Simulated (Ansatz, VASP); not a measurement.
One calculation of TaPb, two programs

```
CELL_PARAMETERS angstrom
0.00000 3.21322 3.21322
3.21322 0.00000 3.21322
3.21322 3.21322 0.00000
ATOMIC_POSITIONS crystal
Ta 0.00000 0.00000 0.00000
Pb 0.75000 0.75000 0.75000
```

Change from the starting cell: species swapped into the BeSe type (F-43m, No. 216).

Alike in both runs: functional PBE; k mesh 16 × 16 × 16; occupations gaussian, width 0.1 eV; no spin polarisation.

Ansatz relaxed the structure, and its values are those at the end. VASP's run is a single point on that final structure, the one shown.

|  | VASP | Ansatz |
| --- | --- | --- |
| version | VASP 6.6.1 | Ansatz 0.2.0 |
| potentials or method | VASP PAW PBE potentials, release 64 (Ta_pv, Pb_d), cutoff 520 eV | scalar-relativistic, plane waves, PAW |
| valence electrons in the cell | 25 | 27 |

VASP gave:

| Item | Value |
| --- | --- |
| gap on the k mesh at the Fermi level (eV) | none |
| pressure (GPa) | -0.1 |

**Question.** Estimate Ansatz's values.

**Answer.** gap on the k mesh at the Fermi level (eV): none; pressure (GPa): 0.0.

A gap of «none» marks a metal or a gap that the smearing closes. VASP's potentials hold 25 valence electrons a cell and Ansatz's 27, so a difference there can come from the potentials and not from the codes.

Neither program's run includes spin-orbit coupling.
